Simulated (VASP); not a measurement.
# PbSe (P6_3/mmc) in VASP: further runs

PbSe is run at these levels: r2SCAN; tasks: single point.

Everything below comes from runs of VASP 6.6.1. Logs are shortened: lines on timing, memory, paths and dates and some standing lists are left out, and cuts for length are marked.

### Step 1. The cell of the first run

The structure is hexagonal, space group P6_3/mmc (No. 194). Conventional cell: a = 5.174 Å, b = 5.174 Å, c = 6.213 Å, α = 90.00°, β = 90.00°, γ = 120.00°. Pb (site symmetry -6m2) has 5 Se at 2.99 to 3.11 Å within 3.9 Å. Within 3.9 Å of Se (site symmetry -6m2) lie 5 Pb at 2.99 to 3.11 Å.

### Step 2. Single point, r2SCAN

POSCAR reads:

```
PbSe
1.0
    5.1741302537      0.0000000000      0.0000000000
   -2.5870651268      4.4809282423      0.0000000000
    0.0000000000      0.0000000000      6.2132838629
Pb Se
2 2
Direct
    0.3333333333      0.6666666667      0.2500000000
    0.6666666667      0.3333333333      0.7500000000
    0.6666666667      0.3333333333      0.2500000000
    0.3333333333      0.6666666667      0.7500000000
```

INCAR.step1 reads:

```
SYSTEM = PbSe
PREC = Accurate ; ENCUT = 520
ISMEAR = 0 ; SIGMA = 0.5
LREAL = .False. ; LASPH = .True.
NELM = 80 ; NBANDS = 28
GGA = PE ; ALGO = Normal
EDIFF = 1E-4 ; LWAVE = .True.
LCHARG = .False.
```

INCAR.step2 reads:

```
SYSTEM = PbSe
PREC = Accurate ; ENCUT = 520
EDIFF = 1E-6 ; ISMEAR = 0
SIGMA = 0.5 ; LREAL = .False.
LASPH = .True. ; NELM = 80
ALGO = Normal ; ISIF = 2
LWAVE = .False. ; LCHARG = .True.
METAGGA = R2SCAN ; LMIXTAU = .True.
LELF = .True. ; LVHAR = .True.
NBANDS = 28 ; ISTART = 1
```

KPOINTS reads:

```
Automatic mesh
0
Gamma
  6 6 4
  0 0 0
```

Potentials or basis: VASP PAW PBE potentials, release 64 (Pb_d, Se).

Launch:

```sh
> cat potpaw_PBE.64/Pb_d/POTCAR potpaw_PBE.64/Se/POTCAR > POTCAR
> cp INCAR.step1 INCAR
> mpirun -np 1 vasp_std > vasp.out
> cp INCAR.step2 INCAR
> mpirun -np 1 vasp_std > vasp.out
```

OUTCAR:

```text
SYSTEM = PbSe
   PREC = Accurate
   ENCUT = 520
   EDIFF = 1E-6
   ISMEAR = 0
   LREAL = .False.
   LASPH = .True.
   NELM = 80
   ISIF = 2
   METAGGA = R2SCAN
   ISTART = 1

 ion  position               nearest neighbor table
   1  0.333  0.667  0.250-   3 2.99   3 2.99   3 2.99   4 3.11   4 3.11
   2  0.667  0.333  0.750-   4 2.99   4 2.99   4 2.99   3 3.11   3 3.11
   3  0.667  0.333  0.250-   1 2.99   1 2.99   1 2.99   2 3.11   2 3.11
   4  0.333  0.667  0.750-   2 2.99   2 2.99   2 2.99   1 3.11   1 3.11

  LATTYP: Found a hexagonal cell.
 ALAT       =     5.1741302537
 C/A-ratio  =     1.2008363837

  Lattice vectors:

 A1 = (   5.1741302537,   0.0000000000,   0.0000000000)
 A2 = (  -2.5870651268,   4.4809282423,   0.0000000000)
 A3 = (   0.0000000000,   0.0000000000,   6.2132838629)

Analysis of symmetry for initial positions (statically):
=====================================================================
 Subroutine PRICEL returns:
 Original cell was already a primitive cell.

 Routine SETGRP: Setting up the symmetry group for a
 hexagonal supercell.

 Subroutine GETGRP returns: Found 24 space group operations
 (whereof 12 operations were pure point group operations)
 out of a pool of 24 trial point group operations.

The static configuration has the point symmetry D_3d.
 The point group associated with its full space group is D_6h.

Analysis of symmetry for dynamics (positions and initial velocities):
=====================================================================
 Subroutine PRICEL returns:
 Original cell was already a primitive cell.

 Routine SETGRP: Setting up the symmetry group for a
 hexagonal supercell.

 Subroutine GETGRP returns: Found 24 space group operations
 (whereof 12 operations were pure point group operations)
 out of a pool of 24 trial point group operations.

The dynamic configuration has the point symmetry D_3d.
 The point group associated with its full space group is D_6h.

 Subroutine INISYM returns: Found 24 space group operations
 (whereof 12 operations are pure point group operations),
 and found     1 'primitive' translations

----------------------------------------------------------------------------------------

                                     Primitive cell

  volume of cell :     144.0544

  direct lattice vectors                    reciprocal lattice vectors
     5.174130254  0.000000000  0.000000000     0.193269197  0.111584023  0.000000000
    -2.587065127  4.480928242  0.000000000     0.000000000  0.223168046  0.000000000
     0.000000000  0.000000000  6.213283863     0.000000000  0.000000000  0.160945487

  length of vectors
     5.174130254  5.174130254  6.213283863     0.223168046  0.223168046  0.160945487

  position of ions in fractional coordinates (direct lattice)
     0.333333333  0.666666667  0.250000000
     0.666666667  0.333333333  0.750000000
     0.666666667  0.333333333  0.250000000
     0.333333333  0.666666667  0.750000000

  ion indices of the primitive-cell ions
   primitive index   ion index
                 1           1
                 2           2
                 3           3
                 4           4

----------------------------------------------------------------------------------------

 KPOINTS: Automatic mesh

Automatic generation of k-mesh.
 Grid dimensions read from file:
 generate k-points for:    6    6    4

 Generating k-lattice:

  Cartesian coordinates                     Fractional coordinates (reciprocal lattice)
     0.032211533  0.018597337  0.000000000     0.166666667 -0.000000000  0.000000000
     0.000000000  0.037194674  0.000000000     0.000000000  0.166666667  0.000000000
     0.000000000  0.000000000  0.040236372     0.000000000  0.000000000  0.250000000

  Length of vectors
     0.037194674  0.037194674  0.040236372

  Shift w.r.t. Gamma in fractional coordinates (k-lattice)
     0.000000000  0.000000000  0.000000000

 Subroutine IBZKPT returns following result:
 ===========================================

 Found     21 irreducible k-points:

 Following reciprocal coordinates:
            Coordinates               Weight
  0.000000  0.000000  0.000000      1.000000
  0.166667 -0.000000  0.000000      6.000000
  0.333333  0.000000  0.000000      6.000000
  0.500000  0.000000  0.000000      3.000000
  0.166667  0.166667  0.000000      6.000000
  0.333333  0.166667  0.000000     12.000000
[... 13 lines left out ...]
  0.333333  0.166667  0.500000     12.000000
  0.333333  0.333333  0.500000      2.000000
   k-points           NKPTS =     21   k-points in BZ     NKDIM =     21   number of bands    NBANDS=     28
   number of dos      NEDOS =    301   number of ions     NIONS =      4
   total plane-waves  NPLWV =  76800
   dimension x,y,z NGX =    40 NGY =   40 NGZ =   48
   dimension x,y,z NGXF=    80 NGYF=   80 NGZF=   96
   ions per type =               2   2
   NGX,Y,Z   is equivalent  to a cutoff of  12.85, 12.85, 12.84 a.u.
   NGXF,Y,Z  is equivalent  to a cutoff of  25.70, 25.70, 25.69 a.u.
 SYSTEM =  PbSe
   PREC   = accura    normal or accurate (medium, high low for compatibility)
   ISTART =      1    job   : 0-new  1-cont  2-samecut
   ICHARG =      0    charge: 1-file 2-atom 10-const
   ISPIN  =      1    spin polarized calculation?
   LNONCOLLINEAR =      F non collinear calculations
   LSORBIT =      F    spin-orbit coupling
   LASPH  =      T    aspherical Exc in radial PAW
   ENCUT  =  520.0 eV  38.22 Ry    6.18 a.u.   9.62  9.62 11.55*2*pi/ulx,y,z
   NELM   =     80;   NELMIN=  2; NELMDL=  0     # of ELM steps
   EDIFF  = 0.1E-05   stopping-criterion for ELM
   LREAL  =      F    real-space projection
   EDIFFG = 0.1E-04   stopping-criterion for IOM
   NSW    =      0    number of steps for IOM
   IBRION =     -1    ionic relax: 0-MD 1-quasi-New 2-CG
   NFREE  =      0    steps in history (QN), initial steepest desc. (CG)
   ISIF   =      2    stress and relaxation
   ISYM   =      2    0-nonsym 1-usesym 2-fastsym
   POTIM  = 0.5000    time-step for ionic-motion
   TEBEG  =    0.0;   TEEND  =   0.0 temperature during run
   PSTRESS=    0.0 pullay stress
   NELECT =      40.0000    total number of electrons
   NUPDOWN=      -1.0000    fix difference up-down
   EMIN   =  10.00;   EMAX   =-10.00  energy-range for DOS
   EFERMI =   0.00;   METHOD = LEGACY
   ISMEAR =     0;   SIGMA  =   0.50  broadening in eV -4-tet -1-fermi 0-gaus
   EFERMI_NEDOS =   21; number of points for ismear=-14 and -15
   IALGO  =     38    algorithm
   IMIX   =      4    mixing-type and parameters
     AMIX     =   0.40;   BMIX     =  1.00
     AMIX_MAG =   1.60;   BMIX_MAG =  1.00
  volume/ion in A,a.u.               =      36.01       243.03
  Fermi-wavevector in a.u.,A,eV,Ry     =   1.068036  2.018296 15.520184  1.140701
  Thomas-Fermi vector in A             =   2.203672
   LORBIT       =      0    0 simple, 1 ext, 2 COOP (PROOUT), +10 PAW based schemes
   METAGGA = R2SCAN    functional components
   LHFCALC =     F    Hartree Fock is set to
   AEXX    =    0.0000 exact exchange contribution
   IVDW    =     0    specifies the selected vdW correction
   LEPSILON=     F    determine dielectric tensor
   LRPA    =     F    only Hartree local field effects (RPA)
 non-spin polarized calculation
 Gauss-broadening in eV      SIGMA  =   0.50
  energy-cutoff  :      520.00
  volume of cell :      144.05
 maximum number of plane-waves:      3912
 NGX is ok and might be reduce to    40
   NGX = 19   NGY = 19   NGZ = 23

 number of electron      39.9999997 magnetization

 Free energy of the ion-electron system (eV)
  ---------------------------------------------------
  ext. energy  EPLUGINS =         0.00000000
  ---------------------------------------------------
  free energy    TOTEN  =      -143.40244527 eV

  energy without entropy =     -143.39699243  energy(sigma->0) =     -143.39971885

 E-fermi :   3.5527     XC(G=0):  -8.7480

 val. band max:        2.9039176159   @ k =   0.3333   0.3333   0.5000
 cond. band min:       4.3818112846   @ k =   0.3333   0.3333   0.5000
 fundamental gap:      1.4778936687
 Fermi energy:         3.5527387175

 k-point     1 :       0.0000    0.0000    0.0000
  band No.  band energies     occupation
      1     -14.5634      2.00000
      2     -14.4742      2.00000
      3     -14.4742      2.00000
      4     -14.4736      2.00000
      5     -14.4736      2.00000
      6     -14.4678      2.00000
[... 20 lines left out ...]
     27       9.0561      0.00000
     28       9.7782      0.00000

 k-point     2 :       0.1667   -0.0000    0.0000
  band No.  band energies     occupation
      1     -14.5612      2.00000
      2     -14.4827      2.00000
      3     -14.4736      2.00000
      4     -14.4704      2.00000
      5     -14.4692      2.00000
      6     -14.4692      2.00000
[... 20 lines left out ...]
     27       8.7329      0.00000
     28       9.4111      0.00000

 k-point     3 :       0.3333    0.0000    0.0000
  band No.  band energies     occupation
      1     -14.5550      2.00000
      2     -14.5002      2.00000
      3     -14.4717      2.00000
      4     -14.4701      2.00000
      5     -14.4651      2.00000
      6     -14.4628      2.00000
[... 20 lines left out ...]
     27       8.9757      0.00000
     28       9.6153      0.00000

 k-point     4 :       0.5000    0.0000    0.0000
  band No.  band energies     occupation
      1     -14.5501      2.00000
      2     -14.5105      2.00000
      3     -14.4729      2.00000
      4     -14.4681      2.00000
      5     -14.4638      2.00000
      6     -14.4592      2.00000
[... 20 lines left out ...]
     27       8.8169      0.00000
     28       9.2971      0.00000

 k-point     5 :       0.1667    0.1667    0.0000
  band No.  band energies     occupation
      1     -14.5563      2.00000
      2     -14.4964      2.00000
      3     -14.4718      2.00000
      4     -14.4706      2.00000
      5     -14.4656      2.00000
      6     -14.4648      2.00000
[... 20 lines left out ...]
     27       9.0429      0.00000
     28       9.9834      0.00000

 k-point     6 :       0.3333    0.1667    0.0000
  band No.  band energies     occupation
      1     -14.5472      2.00000
      2     -14.5133      2.00000
      3     -14.4744      2.00000
      4     -14.4696      2.00000
      5     -14.4609      2.00000
      6     -14.4591      2.00000
[... 370 lines left out ...]
      5     -14.4696      2.00000
      6     -14.4696      2.00000
[... 20 lines left out ...]
     27       9.6098      0.00000
     28       9.6098      0.00000

 k-point    19 :       0.1667    0.1667    0.5000
  band No.  band energies     occupation
      1     -14.5003      2.00000
      2     -14.5003      2.00000
      3     -14.4749      2.00000
      4     -14.4749      2.00000
      5     -14.4742      2.00000
      6     -14.4742      2.00000
[... 20 lines left out ...]
     27      10.2081      0.00000
     28      10.2081      0.00000

 k-point    20 :       0.3333    0.1667    0.5000
  band No.  band energies     occupation
      1     -14.4982      2.00000
      2     -14.4982      2.00000
      3     -14.4769      2.00000
      4     -14.4769      2.00000
      5     -14.4695      2.00000
      6     -14.4695      2.00000
[... 20 lines left out ...]
     27       9.6618      0.00000
     28       9.6618      0.00000

 k-point    21 :       0.3333    0.3333    0.5000
  band No.  band energies     occupation
      1     -14.4952      2.00000
      2     -14.4952      2.00000
      3     -14.4800      2.00000
      4     -14.4800      2.00000
      5     -14.4673      2.00000
      6     -14.4673      2.00000
[... 20 lines left out ...]
     27       9.5977      0.00000
     28       9.5977      0.00000

------------------------ aborting loop because EDIFF is reached ----------------------------------------

  FORCE on cell =-STRESS in cart. coord.  units (eV):
  Direction    XX          YY          ZZ          XY          YZ          ZX
  --------------------------------------------------------------------------------------
  -------------------------------------------------------------------------------------
  Total       -0.0021016     -0.0021016     -0.0208272     -0.0000000     -0.0000000      0.0000000
  in kB       -0.0233736     -0.0233736     -0.2316409     -0.0000000     -0.0000000      0.0000000
  external PRESSURE =      -0.0927960 kB  Pullay stress =       0.0000000 kB

 VOLUME and BASIS-vectors are now :
 -----------------------------------------------------------------------------
  energy-cutoff  :      520.00
  volume of cell :      144.05
      direct lattice vectors                 reciprocal lattice vectors
     5.174130254  0.000000000  0.000000000     0.193269197  0.111584023  0.000000000
    -2.587065127  4.480928242  0.000000000     0.000000000  0.223168046  0.000000000
     0.000000000  0.000000000  6.213283863     0.000000000  0.000000000  0.160945487

 POSITION                                       TOTAL-FORCE (eV/Angst)
 -----------------------------------------------------------------------------------
     -0.00000      2.98729      1.55332        -0.000000     -0.000000      0.000000
      2.58707      1.49364      4.65996         0.000000      0.000000     -0.000000
      2.58707      1.49364      1.55332         0.000000      0.000000     -0.000000
     -0.00000      2.98729      4.65996        -0.000000     -0.000000     -0.000000
 -----------------------------------------------------------------------------------
    total drift:                               -0.000000     -0.000000     -0.000000

  FREE ENERGIE OF THE ION-ELECTRON SYSTEM (eV)
  ---------------------------------------------------
  free  energy   TOTEN  =      -143.4024452689 eV

  energy  without entropy=     -143.3969924275  energy(sigma->0) =     -143.39971885
```

Run time: 3.2 min. Hardware: 1 thread of Intel Xeon Platinum 8559C (Emerald Rapids), shared host; peak memory 0.32 GiB.

What came out:

| Property | Result |
| --- | --- |
| Free energy | -143.4024 eV |
| Pressure | 0.0 GPa |
| Band gap on the k mesh | 1.48 eV |

Levels at points of the mesh, in eV from the valence-band top:
```
           k point  band 18  band 19  band 20  band 21  band 22  band 23
(0.00, 0.00, 0.00)    -1.82    -1.82    -1.81     1.96     1.96     3.46
(0.50, 0.00, 0.00)    -2.22    -2.13    -0.66     2.93     3.44     4.35
(0.00, 0.00, 0.50)    -2.44    -1.33    -1.33     2.36     2.36     2.36
(0.50, 0.00, 0.50)    -1.80    -0.68    -0.68     1.68     1.68     3.18
```

Caveat: so wide a smearing shifts energies and pressures; the PAW data sets were made with another functional, which shifts forces and pressure a little; spin-orbit coupling is left out, which moves the levels of the heavy elements. A k mesh can miss the band edges.

### Step 3. Single point, r2SCAN

POSCAR is that of step 2.

INCAR.step1 reads:

```
  PREC = Accurate
  ENCUT = 520
  ISMEAR = 0
  SIGMA = 0.05
  LREAL = False
  LASPH = True
  NELM = 80
  NBANDS = 28
  GGA = PE
  ALGO = Normal
  EDIFF = 1E-4
  LWAVE = True
  LCHARG = False
```

INCAR.step2 reads:

```
  PREC = Accurate
  ENCUT = 520
  EDIFF = 1E-6
  ISMEAR = 0
  SIGMA = 0.05
  LREAL = False
  LASPH = True
  NELM = 80
  ALGO = Normal
  ISIF = 2
  LWAVE = False
  LCHARG = True
  METAGGA = R2SCAN
  LMIXTAU = True
  LELF = True
  LVHAR = True
  NBANDS = 28
  ISTART = 1
```

KPOINTS reads:

```
regular mesh
0
Gamma
  6 6 4
```

Potentials or basis: VASP PAW PBE potentials, release 64 (Pb_d, Se).

Launch:

```sh
> cat potpaw_PBE.64/Pb_d/POTCAR potpaw_PBE.64/Se/POTCAR > POTCAR
> cp INCAR.step1 INCAR
> mpirun -np 1 vasp_std > vasp.out
> cp INCAR.step2 INCAR
> mpirun -np 1 vasp_std > vasp.out
```

Wall time 3.1 min (1 thread of Intel Xeon Platinum 8559C (Emerald Rapids), shared host); peak memory 0.33 GiB.

Results (log left out):

```
Free energy            : -143.4018 eV
Pressure               : 0.0 GPa
Band gap on the k mesh : 1.48 eV
```

Levels at points of the mesh, in eV from the valence-band top:
| k point | band 16 | band 17 | band 18 | band 19 | band 20 | band 21 | band 22 | band 23 | band 24 | band 25 |
| --- | --- | --- | --- | --- | --- | --- | --- | --- | --- | --- |
| (0.00, 0.00, 0.00) | -3.02 | -3.02 | -1.82 | -1.82 | -1.81 | 1.96 | 1.96 | 3.46 | 3.46 | 4.71 |
| (0.50, 0.00, 0.00) | -3.68 | -2.82 | -2.22 | -2.13 | -0.66 | 2.93 | 3.44 | 4.35 | 4.41 | 5.43 |
| (0.00, 0.00, 0.50) | -2.44 | -2.44 | -2.44 | -1.33 | -1.33 | 2.36 | 2.36 | 2.36 | 2.36 | 2.66 |
| (0.50, 0.00, 0.50) | -3.02 | -1.80 | -1.80 | -0.68 | -0.68 | 1.68 | 1.68 | 3.18 | 3.18 | 4.53 |

Caveat: the PAW data sets were made with another functional, which shifts forces and pressure a little; spin-orbit coupling is left out, which moves the levels of the heavy elements. A k mesh can miss the band edges.
